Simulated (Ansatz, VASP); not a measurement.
# One calculation of BiTe, two programs

```
CELL_PARAMETERS angstrom
0.00000 3.20243 3.15366
3.20243 0.00000 3.15366
3.20243 3.20243 0.00000
ATOMIC_POSITIONS crystal
Bi 0.00000 0.00000 0.00000
Te 0.50000 0.50000 0.50000
```

Change from the starting cell: strain -0.015 along x and y, -0.030 along z, atoms carried along.

Alike in both runs: task single point; functional PBE; k mesh 16 × 16 × 16; occupations gaussian, width 0.15 eV; no spin polarisation.

|  | VASP | Ansatz |
| --- | --- | --- |
| version | VASP 6.6.1 | Ansatz 0.2.0 |
| potentials or method | VASP PAW PBE potentials, release 64 (Bi_d, Te), cutoff 520 eV | scalar-relativistic, plane waves, PAW |
| valence electrons in the cell | 21 | 31 |

|  | VASP | Ansatz | Ansatz less VASP |
| --- | --- | --- | --- |
| gap on the k mesh at the Fermi level (eV) | none | none | - |
| pressure (GPa) | 3.3 | 3.3 | +0.05 |
| traceless stress, the component that is largest in VASP (GPa) | 1.03 | 1.03 | +0.002 |

A gap of «none» marks a metal or a gap that the smearing closes. VASP's potentials hold 21 valence electrons a cell and Ansatz's 31, so a difference there can come from the potentials and not from the codes.

Neither program's run includes spin-orbit coupling.
